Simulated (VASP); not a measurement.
A run of VASP 6.6.1:

INCAR

```
SYSTEM = GePt
ALGO = Normal
EDIFF = 1E-6
ENCUT = 500
GGA = PE
GGA_COMPAT = .FALSE.
ISIF = 2
ISMEAR = 0
LASPH = .TRUE.
LCHARG = .TRUE.
LELF = .TRUE.
LREAL = .FALSE.
LVHAR = .TRUE.
LWAVE = .FALSE.
NBANDS = 19
NELM = 120
PREC = Accurate
SIGMA = 0.2
```

Contents of KPOINTS:

```
k-points
0
G
  7 7 4
  0 0 0
```

Contents of POSCAR:

```
GePt
1.0
    3.4598870074      0.0000000000      0.0000000000
   -1.7299435037      2.9963500427      0.0000000000
    0.0000000000      0.0000000000      3.3628254517
Ge Pt
1 1
Direct
    0.6666666667      0.3333333333      0.0000000000
    0.3333333333      0.6666666667      0.5000000000
```

Potentials or basis: VASP PAW PBE potentials, release 64 (Ge_d, Pt).

Launch:

```bash
$ cat potpaw_PBE.64/Ge_d/POTCAR potpaw_PBE.64/Pt/POTCAR > POTCAR
$ mpirun -np 1 vasp_std > vasp.out
```

Hardware: 1 thread of Intel Xeon 6975P-C, on a shared host.

Estimate the wall time of this run.

Wall time 13 s on 1 thread of Intel Xeon 6975P-C (shared host), peak memory 0.17 GiB. Counts: scf iterations 12, k points 24.
